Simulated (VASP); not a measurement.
# NiO (Fm-3m) in VASP: notebook, part 2 of 2

VASP 6.6.1.

## Step 4: Single point, PBE+U, collinear spin, ferromagnetic start (volume scaled by 0.88)

File INCAR:

```
SYSTEM = NiO
PREC = Accurate
ENCUT = 600
EDIFF = 1E-6
ISMEAR = 0
SIGMA = 0.02
LREAL = .False.
LASPH = .True.
NELM = 200
ALGO = Normal
ISIF = 2
LWAVE = .False.
LCHARG = .False.
ISPIN = 2
MAGMOM = 1.91 0.21
LORBIT = 11
LMAXMIX = 4
LDAU = .True.
LDAUTYPE = 2
LDAUL = 2 -1
LDAUU = 6.2 0
LDAUJ = 0 0
LDAUPRINT = 1
GGA = PE
NBANDS = 23
GGA_COMPAT = .False.
```

File KPOINTS:

```
Automatic mesh
0
Gamma
  12 12 12
  0 0 0
```

File POSCAR:

```
NiO
1.0
    0.0000000000      2.0447265768      2.0447265768
    2.0447265768      0.0000000000      2.0447265768
    2.0447265768      2.0447265768      0.0000000000
Ni O
1 1
Direct
    0.0000000000      0.0000000000      0.0000000000
    0.5000000000      0.5000000000      0.5000000000
```

Potentials or basis: VASP PAW PBE potentials, release 64 (Ni_sv_GW, O).

On the command line:

```bash
$ cat potpaw_PBE.64/Ni_sv_GW/POTCAR potpaw_PBE.64/O/POTCAR > POTCAR
$ mpirun -np 1 vasp_std > vasp.out
```

OUTCAR:

```text
SYSTEM = NiO
   PREC = Accurate
   ENCUT = 600
   EDIFF = 1E-6
   ISMEAR = 0
   LREAL = .False.
   LASPH = .True.
   NELM = 200
   ISIF = 2
   ISPIN = 2
   LORBIT = 11
   GGA = PE

 ion  position               nearest neighbor table
   1  0.000  0.000  0.000-   2 2.04   2 2.04   2 2.04   2 2.04   2 2.04   2 2.04
   2  0.500  0.500  0.500-   1 2.04   1 2.04   1 2.04   1 2.04   1 2.04   1 2.04

  LATTYP: Found a face centered cubic cell.
 ALAT       =     4.0894531536

  Lattice vectors:

 A1 = (   0.0000000000,   2.0447265768,   2.0447265768)
 A2 = (   2.0447265768,   0.0000000000,   2.0447265768)
 A3 = (   2.0447265768,   2.0447265768,   0.0000000000)

Analysis of symmetry for initial positions (statically):
=====================================================================
 Subroutine PRICEL returns:
 Original cell was already a primitive cell.

 Routine SETGRP: Setting up the symmetry group for a
 face centered cubic supercell.

 Subroutine GETGRP returns: Found 48 space group operations
 (whereof 48 operations were pure point group operations)
 out of a pool of 48 trial point group operations.

The static configuration has the point symmetry O_h .

Analysis of symmetry for dynamics (positions and initial velocities):
=====================================================================
 Subroutine PRICEL returns:
 Original cell was already a primitive cell.

 Routine SETGRP: Setting up the symmetry group for a
 face centered cubic supercell.

 Subroutine GETGRP returns: Found 48 space group operations
 (whereof 48 operations were pure point group operations)
 out of a pool of 48 trial point group operations.

The dynamic configuration has the point symmetry O_h .

Analysis of structural, dynamic, and magnetic symmetry:
=====================================================================
 Subroutine PRICEL returns:
 Original cell was already a primitive cell.

 Routine SETGRP: Setting up the symmetry group for a
 face centered cubic supercell.

 Subroutine GETGRP returns: Found 48 space group operations
 (whereof 48 operations were pure point group operations)
 out of a pool of 48 trial point group operations.

The overall configuration has the point symmetry O_h .

 Subroutine INISYM returns: Found 48 space group operations
 (whereof 48 operations are pure point group operations),
 and found     1 'primitive' translations

----------------------------------------------------------------------------------------

                                     Primitive cell

  volume of cell :      17.0976

  direct lattice vectors                    reciprocal lattice vectors
[... 110 lines left out ...]
  Thomas-Fermi vector in A             =   2.886936
   LORBIT       =     11    0 simple, 1 ext, 2 COOP (PROOUT), +10 PAW based schemes
 LDA+U is selected, type is set to LDAUTYPE =  2
   angular momentum for each species LDAUL =     2   -1
   U (eV)           for each species LDAUU =   6.2  0.0
   J (eV)           for each species LDAUJ =   0.0  0.0
   GGA     = PE    functional components
   LHFCALC =     F    Hartree Fock is set to
   AEXX    =    0.0000 exact exchange contribution
   IVDW    =     0    specifies the selected vdW correction
   LEPSILON=     F    determine dielectric tensor
   LRPA    =     F    only Hartree local field effects (RPA)
 spin polarized calculation
 Gauss-broadening in eV      SIGMA  =   0.02
  energy-cutoff  :      600.00
  volume of cell :       17.10
 maximum number of plane-waves:       588
   NGX = 11   NGY = 11   NGZ = 11

atom =   1  type =  1  l = 2

 onsite density matrix

spin component  1

  0.9384 -0.0000  0.0000  0.0000  0.0000
 -0.0000  0.9384 -0.0000 -0.0000  0.0000
  0.0000 -0.0000  0.9733 -0.0000  0.0000
  0.0000 -0.0000 -0.0000  0.9384  0.0000
  0.0000  0.0000  0.0000  0.0000  0.9733

spin component  2

  0.9311 -0.0000 -0.0000  0.0000 -0.0000
 -0.0000  0.9311  0.0000 -0.0000 -0.0000
 -0.0000  0.0000  0.1046  0.0000  0.0000
  0.0000 -0.0000  0.0000  0.9311 -0.0000
 -0.0000 -0.0000  0.0000 -0.0000  0.1046

 occupancies and eigenvectors

  o =  0.1046  v =  0.0000  0.0000  0.0000  0.0000  0.0000  0.0000 -0.0000  0.0110 -0.0000 -0.9999      0.0000  0.0000  0.0000  0.0000  0.0000  0.0000  0.0000  0.0000  0.0000  0.0000
  o =  0.1046  v =  0.0000  0.0000  0.0000  0.0000  0.0000  0.0000  0.0000 -0.9999 -0.0000 -0.0110      0.0000  0.0000  0.0000  0.0000  0.0000  0.0000  0.0000  0.0000  0.0000  0.0000
  o =  0.9311  v =  0.0000  0.0000  0.0000  0.0000  0.0000  0.0000  0.7777  0.0000 -0.6286  0.0000      0.0000  0.0000  0.0000  0.0000  0.0000  0.0000  0.0000  0.0000  0.0000  0.0000
  o =  0.9311  v =  0.0000  0.0000  0.0000  0.0000  0.0000  0.0000 -0.6286 -0.0000 -0.7777 -0.0000      0.0000  0.0000  0.0000  0.0000  0.0000  0.0000  0.0000  0.0000  0.0000  0.0000
  o =  0.9311  v =  0.0000  0.0000  0.0000  0.0000  0.0000  1.0000  0.0000  0.0000  0.0000  0.0000      0.0000  0.0000  0.0000  0.0000  0.0000  0.0000  0.0000  0.0000  0.0000  0.0000
  o =  0.9384  v =  0.0000  0.3284  0.0000  0.9445 -0.0000  0.0000  0.0000  0.0000  0.0000  0.0000      0.0000  0.0000  0.0000  0.0000  0.0000  0.0000  0.0000  0.0000  0.0000  0.0000
  o =  0.9384  v =  0.0000  0.9445 -0.0000 -0.3284 -0.0000  0.0000  0.0000  0.0000  0.0000  0.0000      0.0000  0.0000  0.0000  0.0000  0.0000  0.0000  0.0000  0.0000  0.0000  0.0000
  o =  0.9384  v =  1.0000  0.0000  0.0000  0.0000  0.0000  0.0000  0.0000  0.0000  0.0000  0.0000      0.0000  0.0000  0.0000  0.0000  0.0000  0.0000  0.0000  0.0000  0.0000  0.0000
  o =  0.9733  v =  0.0000 -0.0000 -0.9981  0.0000  0.0620  0.0000  0.0000  0.0000  0.0000  0.0000      0.0000  0.0000  0.0000  0.0000  0.0000  0.0000  0.0000  0.0000  0.0000  0.0000
  o =  0.9733  v =  0.0000  0.0000  0.0620  0.0000  0.9981  0.0000  0.0000  0.0000  0.0000  0.0000      0.0000  0.0000  0.0000  0.0000  0.0000  0.0000  0.0000  0.0000  0.0000  0.0000

 number of electron      23.9999998 magnetization       2.0000000

 Free energy of the ion-electron system (eV)
  ---------------------------------------------------
  ext. energy  EPLUGINS =         0.00000000
  ---------------------------------------------------
  free energy    TOTEN  =       -10.07730034 eV

  energy without entropy =      -10.07730034  energy(sigma->0) =      -10.07730034

 E-fermi :   7.3739     XC(G=0): -13.4046

 val. band max:        7.2257404217   @ k =   0.5000   0.0000   0.0000
 cond. band min:       9.7402789527   @ k =   0.0000   0.0000   0.0000
 fundamental gap:      2.5145385310
 Fermi energy:         7.3739303169

 spin component 1

 k-point     1 :       0.0000    0.0000    0.0000
  band No.  band energies     occupation
      1     -96.9010      1.00000
      2     -57.2865      1.00000
      3     -57.2865      1.00000
      4     -57.2865      1.00000
      5     -12.6992      1.00000
      6       1.4454      1.00000
[... 1241 lines left out ...]
     22      39.7042      0.00000
     23      40.0431      0.00000

 [... further k-points ...]
[... 5 lines left out ...]
  --------------------------------------------------------------------------------------
  -------------------------------------------------------------------------------------
  Total        2.7632811      2.7632811      2.7632811     -0.0000000     -0.0000000     -0.0000000
  in kB      258.9404691    258.9404691    258.9404691     -0.0000000     -0.0000000     -0.0000000
  external PRESSURE =     258.9404691 kB  Pullay stress =       0.0000000 kB

 VOLUME and BASIS-vectors are now :
 -----------------------------------------------------------------------------
  energy-cutoff  :      600.00
  volume of cell :       17.10
      direct lattice vectors                 reciprocal lattice vectors
     0.000000000  2.044726577  2.044726577    -0.244531472  0.244531472  0.244531472
     2.044726577  0.000000000  2.044726577     0.244531472 -0.244531472  0.244531472
     2.044726577  2.044726577  0.000000000     0.244531472  0.244531472 -0.244531472

 POSITION                                       TOTAL-FORCE (eV/Angst)
 -----------------------------------------------------------------------------------
      0.00000      0.00000      0.00000         0.000000      0.000000      0.000000
      2.04473      2.04473      2.04473        -0.000000     -0.000000     -0.000000
 -----------------------------------------------------------------------------------
    total drift:                                0.000000     -0.000000     -0.000000

  FREE ENERGIE OF THE ION-ELECTRON SYSTEM (eV)
  ---------------------------------------------------
  free  energy   TOTEN  =       -10.0773003388 eV

  energy  without entropy=      -10.0773003388  energy(sigma->0) =      -10.07730034

 total charge

# of ion       s       p       d       f       tot
--------------------------------------------------
    1        2.170   6.267   7.738   0.012  16.186
    2        1.545   3.541   0.000   0.000   5.085
--------------------------------------------------
tot          3.715   9.807   7.738   0.012  21.271

 magnetization (x)

# of ion       s       p       d       f       tot
--------------------------------------------------
    1        0.010   0.014   1.757   0.001   1.781
    2        0.025   0.160   0.000   0.000   0.184
--------------------------------------------------
tot          0.035   0.173   1.757   0.001   1.966
```

OSZICAR:

```text
N       E                     dE             d eps       ncg     rms          rms(c)
DAV:   1     0.247344015273E+03    0.24734E+03   -0.13409E+04 10089   0.371E+03
DAV:   2    -0.519306754888E+00   -0.24786E+03   -0.23640E+03 10636   0.907E+02
DAV:   3    -0.113788409864E+02   -0.10860E+02   -0.10820E+02 10146   0.192E+02
DAV:   4    -0.115196422416E+02   -0.14080E+00   -0.14079E+00  9096   0.117E+01
DAV:   5    -0.115240302460E+02   -0.43880E-02   -0.43879E-02  8739   0.198E+00    0.144E+01
DAV:   6    -0.100394354824E+02    0.14846E+01   -0.27912E+01 11689   0.298E+02    0.865E+00
DAV:   7    -0.973559754953E+01    0.30384E+00   -0.46290E+00 10137   0.169E+02    0.331E+00
DAV:   8    -0.999669860693E+01   -0.26110E+00   -0.28153E-01 11361   0.190E+01    0.166E+00
DAV:   9    -0.100532262659E+02   -0.56528E-01   -0.15099E-01 11951   0.282E+01    0.757E-01
DAV:  10    -0.100758919138E+02   -0.22666E-01   -0.35050E-02 11333   0.738E+00    0.211E-01
DAV:  11    -0.100771890759E+02   -0.12972E-02   -0.10699E-03 10766   0.912E-01    0.778E-02
DAV:  12    -0.100771686352E+02    0.20441E-04   -0.18733E-04 10574   0.517E-01    0.483E-02
DAV:  13    -0.100772947026E+02   -0.12607E-03   -0.38282E-05 11146   0.374E-01    0.110E-02
DAV:  14    -0.100772996740E+02   -0.49714E-05   -0.84997E-06  9249   0.132E-01    0.286E-03
DAV:  15    -0.100773003388E+02   -0.66483E-06   -0.43648E-07  4438   0.386E-02
   1 F= -.10077300E+02 E0= -.10077300E+02  d E =-.374653E-28  mag=     2.0000
```

Run time: 61 s. Hardware: 1 thread of AMD EPYC 9R45 (Zen 5), shared host; peak memory 0.17 GiB.

What came out:

* Free energy: -10.0773 eV
* Pressure: 25.9 GPa
* Band gap on the k mesh: 2.51 eV, indirect (least direct gap 3.43 eV)
* Net moment: 2.00 μB per cell
* Site moments: Ni +1.78; O +0.18 μB
* Valence electrons inside the program's atomic spheres: Ni 16.19; O 5.08

Eigenvalues of the final occupation matrices:
```csv
site,spin,trace,eigenvalues
site 1 d,1,4.76,0.94 0.94 0.94 0.97 0.97
site 1 d,2,3.00,0.10 0.10 0.93 0.93 0.93
```

Caveat: the cell differs from its parent crystal (volume scaled by 0.88); a cell with one magnetic atom can't hold antiferromagnetic order, which such compounds often take.

## Step 5: Single point, PBE+U, collinear spin, ferromagnetic start

This run uses another cell than the first one, of 9.71 Å³/atom, 0.909 times its volume.

File INCAR:

```
SYSTEM = NiO
PREC = Accurate ; ENCUT = 600
EDIFF = 1E-6 ; ISMEAR = 0
SIGMA = 0.02 ; LREAL = .FALSE.
LASPH = .TRUE. ; NELM = 200
ALGO = Normal ; ISIF = 2
LWAVE = .FALSE. ; LCHARG = .FALSE.
ISPIN = 2 ; MAGMOM = 1.91 0.21
LORBIT = 11 ; LMAXMIX = 4
LDAU = .TRUE. ; LDAUTYPE = 2
LDAUL = 2 -1 ; LDAUU = 6.2 0
LDAUJ = 0 0 ; LDAUPRINT = 1
GGA = PE ; NBANDS = 23
GGA_COMPAT = .FALSE.
```

File KPOINTS:

```
regular mesh
0
G
  12 12 12
  0 0 0
```

File POSCAR:

```
NiO
1.0
    0.0000000000      2.1337376371      2.1337376371
    2.1337376371      0.0000000000      2.1337376371
    2.1337376371      2.1337376371      0.0000000000
Ni O
1 1
Direct
    0.0000000000      0.0000000000      0.0000000000
    0.5000000000      0.5000000000      0.5000000000
```

Potentials or basis: VASP PAW PBE potentials, release 64 (Ni_sv_GW, O).

On the command line:

```bash
$ cat potpaw_PBE.64/Ni_sv_GW/POTCAR potpaw_PBE.64/O/POTCAR > POTCAR
$ mpirun -np 1 vasp_std > vasp.out
```

OUTCAR:

```text
SYSTEM = NiO
   PREC = Accurate
   ENCUT = 600
   EDIFF = 1E-6
   ISMEAR = 0
   LREAL = .FALSE.
   LASPH = .TRUE.
   NELM = 200
   ISIF = 2
   ISPIN = 2
   LORBIT = 11
   GGA = PE

 ion  position               nearest neighbor table
   1  0.000  0.000  0.000-   2 2.13   2 2.13   2 2.13   2 2.13   2 2.13   2 2.13
   2  0.500  0.500  0.500-   1 2.13   1 2.13   1 2.13   1 2.13   1 2.13   1 2.13

  LATTYP: Found a face centered cubic cell.
 ALAT       =     4.2674752742

  Lattice vectors:

 A1 = (   0.0000000000,   2.1337376371,   2.1337376371)
 A2 = (   2.1337376371,   0.0000000000,   2.1337376371)
 A3 = (   2.1337376371,   2.1337376371,   0.0000000000)

Analysis of symmetry for initial positions (statically):
=====================================================================
 Subroutine PRICEL returns:
 Original cell was already a primitive cell.

 Routine SETGRP: Setting up the symmetry group for a
 face centered cubic supercell.

[... 224 lines left out ...]
 spin component 1

 k-point     1 :       0.0000    0.0000    0.0000
  band No.  band energies     occupation
      1     -98.5791      1.00000
      2     -58.9614      1.00000
      3     -58.9614      1.00000
      4     -58.9614      1.00000
      5     -13.1804      1.00000
      6      -0.1153      1.00000
[... 1241 lines left out ...]
     22      35.9073      0.00000
     23      36.2786      0.00000

 [... further k-points ...]
[... 5 lines left out ...]
  --------------------------------------------------------------------------------------
  -------------------------------------------------------------------------------------
  Total       -0.4442952     -0.4442952     -0.4442952      0.0000000      0.0000000      0.0000000
  in kB      -36.6377776    -36.6377776    -36.6377776      0.0000000      0.0000000      0.0000000
  external PRESSURE =     -36.6377776 kB  Pullay stress =       0.0000000 kB

 VOLUME and BASIS-vectors are now :
 -----------------------------------------------------------------------------
  energy-cutoff  :      600.00
  volume of cell :       19.43
      direct lattice vectors                 reciprocal lattice vectors
     0.000000000  2.133737637  2.133737637    -0.234330590  0.234330590  0.234330590
     2.133737637  0.000000000  2.133737637     0.234330590 -0.234330590  0.234330590
     2.133737637  2.133737637  0.000000000     0.234330590  0.234330590 -0.234330590

 POSITION                                       TOTAL-FORCE (eV/Angst)
 -----------------------------------------------------------------------------------
      0.00000      0.00000      0.00000         0.000000     -0.000000      0.000000
      2.13374      2.13374      2.13374        -0.000000      0.000000     -0.000000
 -----------------------------------------------------------------------------------
    total drift:                                0.000000     -0.000000     -0.000000

  FREE ENERGIE OF THE ION-ELECTRON SYSTEM (eV)
  ---------------------------------------------------
  free  energy   TOTEN  =       -10.2535966193 eV

  energy  without entropy=      -10.2535966193  energy(sigma->0) =      -10.25359662

 total charge

# of ion       s       p       d       f       tot
--------------------------------------------------
    1        2.156   6.211   7.700   0.008  16.076
    2        1.545   3.464   0.000   0.000   5.009
--------------------------------------------------
tot          3.701   9.675   7.700   0.008  21.085

 magnetization (x)

# of ion       s       p       d       f       tot
--------------------------------------------------
    1        0.010   0.011   1.775   0.001   1.797
    2        0.020   0.143   0.000   0.000   0.164
--------------------------------------------------
tot          0.030   0.155   1.775   0.001   1.961
```

stdout:

```text
POSCAR found type information on POSCAR NiO
 POSCAR found :  2 types and       2 ions
 scaLAPACK will be used
 LDA part: xc-table for (Slater+PW92), standard interpolation
 POSCAR, INCAR and KPOINTS ok, starting setup
 FFT: planning ... GRIDC
 FFT: planning ... GRID_SOFT
 FFT: planning ... GRID
 WAVECAR not read
 entering main loop
```

It took 2.2 min on 1 thread of AMD EPYC 7R43 (Zen 3), shared host; peak memory 0.16 GiB.

What came out:

| Property | Result |
| --- | --- |
| Free energy | -10.2536 eV |
| Pressure | -3.7 GPa |
| Band gap on the k mesh | 2.00 eV, indirect (least direct gap 3.17 eV) |
| Net moment | 2.00 μB per cell |
| Site moments | Ni +1.80; O +0.16 μB |
| Valence electrons inside the program's atomic spheres | Ni 16.08; O 5.01 |

Eigenvalues of the final occupation matrices:
| site | spin | trace | eigenvalues |
| --- | --- | --- | --- |
| site 1 d | 1 | 4.75 | 0.94 0.94 0.94 0.97 0.97 |
| site 1 d | 2 | 2.97 | 0.09 0.09 0.93 0.93 0.93 |

Caveat: a cell with one magnetic atom can't hold antiferromagnetic order, which such compounds often take. A k mesh can miss the band edges.

## Step 6: Overview

| cell | gap on the mesh (eV) | pressure (GPa) | moment (μB) |
| --- | --- | --- | --- |
| a = 3.115 Å, angles 60.0°, 2 atoms | 1.55 | -17.2 | 2.00 |
| a = 2.987 Å, angles 60.0°, 2 atoms | 2.15 | 2.0 | 2.00 |
| a = 2.892 Å, angles 60.0°, 2 atoms | 2.51 | 25.9 | 2.00 |
| a = 3.018 Å, angles 60.0°, 2 atoms | 2.00 | -3.7 | 2.00 |

Alike in all rows: task single point; level PBE+U; potentials or basis VASP PAW PBE potentials, release 64 (Ni_sv_GW, O); spin collinear, ferromagnetic start; Ni d U = 6.2 eV; k mesh 12 × 12 × 12; cutoff (eV) 600; smearing gaussian 0.02 eV.

Caveats: a cell with one magnetic atom can't hold antiferromagnetic order, which such compounds often take.

Absolute energies hang on the potentials; compare differences alone.
